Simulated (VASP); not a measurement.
# W (Pm-3n) in VASP: relaxation of cell and atoms with PBE+D3(BJ)

Aim: the relaxation of cell and atoms of W with PBE+D3(BJ).

Program: VASP 6.6.1. These are calculated values, not measurements. Logs are shortened: lines on timing, memory, paths and dates and some standing lists are left out, and cuts for length are marked.

**1. The cell of the first run**

The structure is cubic, space group Pm-3n (No. 223). The conventional cell has a = 5.062 Å, b = 5.062 Å, c = 5.062 Å, α = 90.00°, β = 90.00°, γ = 90.00°. W (site symmetry -4m2) has 14 W at 2.53 to 3.10 Å within 3.3 Å. Within 3.7 Å of W (site symmetry m-3) lie 12 W at 2.83 Å.

**2. Relaxation of cell and atoms, PBE+D3(BJ)**

The input, INCAR:

```
ALGO = Fast ; EDIFF = 1E-6
EDIFFG = -0.005 ; ENCUT = 600
GGA = PE ; IBRION = 2
ISIF = 3 ; ISMEAR = 0
IVDW = 12 ; LASPH = T
LCHARG = F ; LREAL = F
LWAVE = F ; NELM = 60
NSW = 100 ; PREC = Accurate
SIGMA = 0.1
```

The input, KPOINTS:

```
k-points
0
Gamma
  8 8 8
```

The input, POSCAR:

```
W
1.0
    5.0622703800      0.0000000000      0.0000000000
    0.0000000000      5.0622703800      0.0000000000
    0.0000000000      0.0000000000      5.0622703800
W
8
Direct
    0.2500000000      0.0000000000      0.5000000000
    0.7500000000      0.0000000000      0.5000000000
    0.0000000000      0.5000000000      0.2500000000
    0.0000000000      0.5000000000      0.7500000000
    0.5000000000      0.7500000000      0.0000000000
    0.5000000000      0.2500000000      0.0000000000
    0.0000000000      0.0000000000      0.0000000000
    0.5000000000      0.5000000000      0.5000000000
```

Potentials or basis: VASP PAW PBE potentials, release 64 (W_sv).

Run with:

```console
> cat potpaw_PBE.64/W_sv/POTCAR > POTCAR
> mpirun -np 1 vasp_std > vasp.out
```

OUTCAR:

```text
EDIFF = 1E-6
   EDIFFG = -0.005
   ENCUT = 600
   GGA = PE
   IBRION = 2
   ISIF = 3
   ISMEAR = 0
   IVDW = 12
   LASPH = T
   LREAL = F
   NELM = 60
   NSW = 100
   PREC = Accurate
 IVDW          = 12

 ion  position               nearest neighbor table
   1  0.250  0.000  0.500-   2 2.53   2 2.53   8 2.83   7 2.83   8 2.83   7 2.83   4 3.10   5 3.10
                             6 3.10   5 3.10   3 3.10   4 3.10   6 3.10   3 3.10
   2  0.750  0.000  0.500-   1 2.53   1 2.53   8 2.83   7 2.83   8 2.83   7 2.83   4 3.10   5 3.10
                             6 3.10   5 3.10   3 3.10   4 3.10   6 3.10   3 3.10
   3  0.000  0.500  0.250-   4 2.53   4 2.53   8 2.83   7 2.83   7 2.83   8 2.83   1 3.10   5 3.10
                             1 3.10   2 3.10   6 3.10   5 3.10   6 3.10   2 3.10
   4  0.000  0.500  0.750-   3 2.53   3 2.53   8 2.83   7 2.83   7 2.83   8 2.83   1 3.10   5 3.10
                             1 3.10   2 3.10   6 3.10   5 3.10   6 3.10   2 3.10
   5  0.500  0.750  0.000-   6 2.53   6 2.53   8 2.83   8 2.83   7 2.83   7 2.83   3 3.10   1 3.10
                             2 3.10   4 3.10   1 3.10   3 3.10   4 3.10   2 3.10
   6  0.500  0.250  0.000-   5 2.53   5 2.53   8 2.83   8 2.83   7 2.83   7 2.83   3 3.10   1 3.10
                             2 3.10   4 3.10   1 3.10   3 3.10   4 3.10   2 3.10
   7  0.000  0.000  0.000-   1 2.83   2 2.83   3 2.83   4 2.83   5 2.83   6 2.83   1 2.83   2 2.83
                             3 2.83   4 2.83   5 2.83   6 2.83
   8  0.500  0.500  0.500-   1 2.83   2 2.83   3 2.83   4 2.83   5 2.83   6 2.83   5 2.83   6 2.83
                             1 2.83   2 2.83   3 2.83   4 2.83

  LATTYP: Found a simple cubic cell.
 ALAT       =     5.0622703800

  Lattice vectors:

 A1 = (   5.0622703800,   0.0000000000,   0.0000000000)
 A2 = (   0.0000000000,   5.0622703800,   0.0000000000)
 A3 = (   0.0000000000,   0.0000000000,   5.0622703800)

Analysis of symmetry for initial positions (statically):
=====================================================================
 Subroutine PRICEL returns:
 Original cell was already a primitive cell.

 Routine SETGRP: Setting up the symmetry group for a
 simple cubic supercell.

 Subroutine GETGRP returns: Found 48 space group operations
 (whereof 24 operations were pure point group operations)
 out of a pool of 48 trial point group operations.

The static configuration has the point symmetry T_h .
 The point group associated with its full space group is O_h .

Analysis of symmetry for dynamics (positions and initial velocities):
=====================================================================
 Subroutine PRICEL returns:
 Original cell was already a primitive cell.

 Routine SETGRP: Setting up the symmetry group for a
 simple cubic supercell.

 Subroutine GETGRP returns: Found 48 space group operations
 (whereof 24 operations were pure point group operations)
 out of a pool of 48 trial point group operations.

The dynamic configuration has the point symmetry T_h .
 The point group associated with its full space group is O_h .

 Subroutine INISYM returns: Found 48 space group operations
 (whereof 24 operations are pure point group operations),
 and found     1 'primitive' translations

----------------------------------------------------------------------------------------

[... 103 lines left out ...]
   NELM   =     60;   NELMIN=  2; NELMDL= -5     # of ELM steps
   EDIFF  = 0.1E-05   stopping-criterion for ELM
   LREAL  =      F    real-space projection
   EDIFFG = -.5E-02   stopping-criterion for IOM
   NSW    =    100    number of steps for IOM
   IBRION =      2    ionic relax: 0-MD 1-quasi-New 2-CG
   NFREE  =      1    steps in history (QN), initial steepest desc. (CG)
   ISIF   =      3    stress and relaxation
   ISYM   =      2    0-nonsym 1-usesym 2-fastsym
   POTIM  = 0.5000    time-step for ionic-motion
   TEBEG  =    0.0;   TEEND  =   0.0 temperature during run
   PSTRESS=    0.0 pullay stress
   NELECT =     112.0000    total number of electrons
   NUPDOWN=      -1.0000    fix difference up-down
   EMIN   =  10.00;   EMAX   =-10.00  energy-range for DOS
   EFERMI =   0.00;   METHOD = LEGACY
   ISMEAR =     0;   SIGMA  =   0.10  broadening in eV -4-tet -1-fermi 0-gaus
   EFERMI_NEDOS =   21; number of points for ismear=-14 and -15
   IALGO  =     68    algorithm
   IMIX   =      4    mixing-type and parameters
     AMIX     =   0.40;   BMIX     =  1.00
     AMIX_MAG =   1.60;   BMIX_MAG =  1.00
  volume/ion in A,a.u.               =      16.22       109.43
  Fermi-wavevector in a.u.,A,eV,Ry     =   1.558842  2.945785 33.062010  2.429989
  Thomas-Fermi vector in A             =   2.662288
   LORBIT       =      0    0 simple, 1 ext, 2 COOP (PROOUT), +10 PAW based schemes
   GGA     = PE    functional components
   LHFCALC =     F    Hartree Fock is set to
   AEXX    =    0.0000 exact exchange contribution
   IVDW    =    12    specifies the selected vdW correction
   LEPSILON=     F    determine dielectric tensor
   LRPA    =     F    only Hartree local field effects (RPA)
 conjugate gradient relaxation of ions
 non-spin polarized calculation
 RMM-DIIS sequential band-by-band and
 Gauss-broadening in eV      SIGMA  =   0.10
  energy-cutoff  :      600.00
  volume of cell :      129.73
 maximum number of plane-waves:      4385
   NGX = 21   NGY = 21   NGZ = 21

--------------------------------------- Ionic step        1  -------------------------------------------

 number of electron     111.9999971 magnetization

 Free energy of the ion-electron system (eV)
  ---------------------------------------------------
  ext. energy  EPLUGINS =         0.00000000
  ---------------------------------------------------
  free energy    TOTEN  =      -102.90951812 eV

  energy without entropy =     -102.89958072  energy(sigma->0) =     -102.90454942

------------------------ aborting loop because EDIFF is reached ----------------------------------------

 Edisp (eV)   -5.43298

 E8    (eV) :    -2.7846
[... 129 lines left out ...]
--------------------------------------- Ionic step        4  -------------------------------------------

 number of electron     111.9999962 magnetization

 Free energy of the ion-electron system (eV)
  ---------------------------------------------------
  ext. energy  EPLUGINS =         0.00000000
  ---------------------------------------------------
  free energy    TOTEN  =      -102.86344228 eV

  energy without entropy =     -102.85357013  energy(sigma->0) =     -102.85850621

 E-fermi :  11.0540     XC(G=0): -13.5585

 val. band max:       10.9910435034   @ k =   0.3750   0.3750   0.1250
 cond. band min:      11.0727465691   @ k =   0.1250   0.1250   0.0000
 fundamental gap:      0.0817030657
 Fermi energy:        11.0540187209

 k-point     1 :       0.0000    0.0000    0.0000
  band No.  band energies     occupation
      1     -62.9825      2.00000
      2     -62.9341      2.00000
      3     -62.9341      2.00000
      4     -62.7883      2.00000
      5     -62.7883      2.00000
      6     -62.7883      2.00000
[... 1669 lines left out ...]
     66      13.8601      0.00000
     67      13.9449      0.00000

 [... further k-points ...]

------------------------ aborting loop because EDIFF is reached ----------------------------------------

 Edisp (eV)   -5.49337

 E8    (eV) :    -2.8157
[... 31 lines left out ...]
  FREE ENERGIE OF THE ION-ELECTRON SYSTEM (eV)
  ---------------------------------------------------
  free  energy   TOTEN  =      -108.3568134961 eV

  energy  without entropy=     -108.3469413446  energy(sigma->0) =     -108.35187742

 reached required accuracy - stopping structural energy minimisation
```

It took 20 min on 1 thread of Intel Xeon 8259CL, shared host; peak memory 0.43 GiB.

Results:

```
Free energy                           : -108.3568 eV
Relaxed volume                        : 16.04 Å³/atom
Relaxed cell                          : a = 5.044 Å, b = 5.044 Å, c = 5.044 Å, α = 90.00°, β = 90.00°, γ = 90.00°
Space group after relaxing (to 0.1 Å) : Pm-3n (No. 223)
Energy gained by relaxing             : 1.8 meV/atom
Ionic steps                           : 4
Pressure after relaxing               : 0.0 GPa
Band gap on the k mesh                : zero (bands 56 and 57 overlap by 0.89 eV)
Dispersion energy per atom            : -0.687 eV
```

The path:
```tsv
step	energy change (eV)	largest force (eV/Å)	pressure (GPa)	volume (Å³)
1	0.0000	0.0000	-3.29	129.73
2	0.1724	0.0000	12.99	123.58
3	-0.0143	0.0000	-0.08	128.37
4	-0.0143	0.0000	0.03	128.34
```

Final structure:
```
W
1.0
     5.04417    0.00000    0.00000
     0.00000    5.04417    0.00000
     0.00000    0.00000    5.04417
W
8
Direct
  0.25000 0.00000 0.50000
  0.75000 0.00000 0.50000
  0.00000 0.50000 0.25000
  0.00000 0.50000 0.75000
  0.50000 0.75000 0.00000
  0.50000 0.25000 0.00000
  0.00000 0.00000 0.00000
  0.50000 0.50000 0.50000
```

Levels at points of the mesh, in eV from the Fermi level:
```csv
k point,band 52,band 53,band 54,band 55,band 56,band 57,band 58,band 59,band 60,band 61
"(0.00, 0.00, 0.00)",-2.07,-1.50,-1.50,-0.49,-0.49,-0.49,1.64,1.64,1.64,1.68
"(0.50, 0.00, 0.00)",-1.21,-1.15,-1.15,-0.94,-0.94,0.55,0.55,0.80,0.80,1.17
"(0.50, 0.50, 0.00)",-1.69,-1.27,-0.94,-0.94,0.28,0.28,0.30,0.56,1.01,1.05
"(0.50, 0.50, 0.50)",-1.39,-1.39,-1.39,-1.39,-1.39,1.35,1.35,1.35,1.35,1.35
```

Caveat: spin-orbit coupling is left out, which moves the levels of the heavy elements.

The gap in the log of VASP goes by the Fermi energy; the results here count the filled bands.